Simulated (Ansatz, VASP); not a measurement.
Given: the input of a run of Ansatz 0.2.0 on C.

The input input.yaml:

```yaml
crystal:
  lattice:
    - [0.0, 1.78337, 1.78337]
    - [1.78337, 0.0, 1.78337]
    - [1.78337, 1.78337, 0.0]
  atoms:
    - { symbol: C, position: [0.75, 0.75, 0.75] }
    - { symbol: C, position: [0.5, 0.5, 0.5] }
kpoints:
  mp_grid: { grid: [13, 13, 13] }
scf:
  occupations: { method: gaussian, width: 0.025 }
hamiltonian:
  xc: pbe
  pseudopotentials: { kind: all_electron, lapw: { basis_error: 0.001 } }
output:
  forces: true
  stress: true
  eigenvalues: true
```

Potentials or basis: all-electron LAPW, scalar-relativistic.

The run is started by

```bash
$ ansatz run input.yaml --threads 1 --pin off --max-ram 3072MiB --backend cpu --events-out ev --progress --plain --runs-dir out
```

Q: Translate it to VASP 6.6.1. Potentials there: VASP PAW PBE potentials, release 64 (C).

A: As run (the cutoff follows the program's own potentials):

File INCAR:

```
SYSTEM = C
PREC = Accurate ; ENCUT = 520
EDIFF = 1E-7 ; ISMEAR = 0
SIGMA = 0.025 ; LREAL = .FALSE.
LASPH = .TRUE. ; NELM = 100
ALGO = Normal ; ISIF = 2
LWAVE = .FALSE. ; LCHARG = .FALSE.
GGA = PE ; NBANDS = 11
```

Contents of KPOINTS:

```
regular mesh
0
G
  13 13 13
  0 0 0
```

File POSCAR:

```
C
1.0
    0.0000000000      1.7833700000      1.7833700000
    1.7833700000      0.0000000000      1.7833700000
    1.7833700000      1.7833700000      0.0000000000
C
2
Direct
    0.7500000000      0.7500000000      0.7500000000
    0.5000000000      0.5000000000      0.5000000000
```

Potentials or basis: VASP PAW PBE potentials, release 64 (C).

Command:

```bash
$ cat potpaw_PBE.64/C/POTCAR > POTCAR
$ mpirun -np 1 vasp_std > vasp.out
```

Both were run:

|  | VASP | Ansatz | Ansatz less VASP |
| --- | --- | --- | --- |
| gap on the k mesh at the Fermi level (eV) | 4.14 | 4.15 | +0.009 |
| least direct gap on the mesh (eV) | 5.59 | 5.60 | +0.010 |
| pressure (GPa) | 2.5 | 1.8 | -0.70 |

Ansatz ran all-electron here, and VASP with PAW potentials.
